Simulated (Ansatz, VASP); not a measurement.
One calculation of Cu, two programs

Contents of INCAR:

```
  PREC = Accurate
  ENCUT = 520
  EDIFF = 1E-6
  ISMEAR = 0
  SIGMA = 0.15
  LREAL = False
  LASPH = True
  NELM = 100
  ALGO = Normal
  ISIF = 2
  LWAVE = False
  LCHARG = False
  GGA = PE
  NBANDS = 12
```

The input KPOINTS:

```
Automatic mesh
0
Gamma
  22 22 22
```

POSCAR

```
Cu
1.0
   -1.4732621059      1.4732621059      1.3129000000
    1.4732621059     -1.4732621059      1.3129000000
    1.4732621059      1.4732621059     -1.3129000000
Cu
1
Direct
    0.0000000000      0.0000000000      0.0000000000
```

Input for Ansatz:

```yaml
crystal:
  lattice:
    - [-1.4732621059, 1.4732621059, 1.3129]
    - [1.4732621059, -1.4732621059, 1.3129]
    - [1.4732621059, 1.4732621059, -1.3129]
  atoms:
    - { symbol: Cu, position: [0.0, 0.0, 0.0] }
basis:
  ecutwfc: 520.0
kpoints:
  mp_grid: { grid: [22, 22, 22] }
hamiltonian:
  xc: pbe
  pseudopotentials: { kind: paw, azcp: { folder: soft_1 } }
scf:
  occupations: { method: gaussian, width: 0.15 }
output:
  forces: true
  stress: true
  eigenvalues: true
```

Alike in both runs: task single point; functional PBE; k mesh 22 × 22 × 22; occupations gaussian, width 0.15 eV; no spin polarisation.

|  | VASP | Ansatz |
| --- | --- | --- |
| version | VASP 6.6.1 | Ansatz 0.2.0 |
| potentials or method | VASP PAW PBE potentials, release 64 (Cu), cutoff 520 eV | scalar-relativistic, plane waves, PAW |
| valence electrons in the cell | 11 | 19 |

Ansatz gave:

| Quantity | Value |
| --- | --- |
| gap on the k mesh at the Fermi level (eV) | none |
| pressure (GPa) | 8.4 |
| traceless stress, the component that is largest in VASP (GPa) | 1.22 |

Question: Estimate VASP's values.

Answer: gap on the k mesh at the Fermi level (eV): none; pressure (GPa): 9.1; traceless stress, the component that is largest in VASP (GPa): 1.28.

A gap of «none» marks a metal or a gap that the smearing closes. VASP's potentials hold 11 valence electrons a cell and Ansatz's 19, so a difference there can come from the potentials and not from the codes.
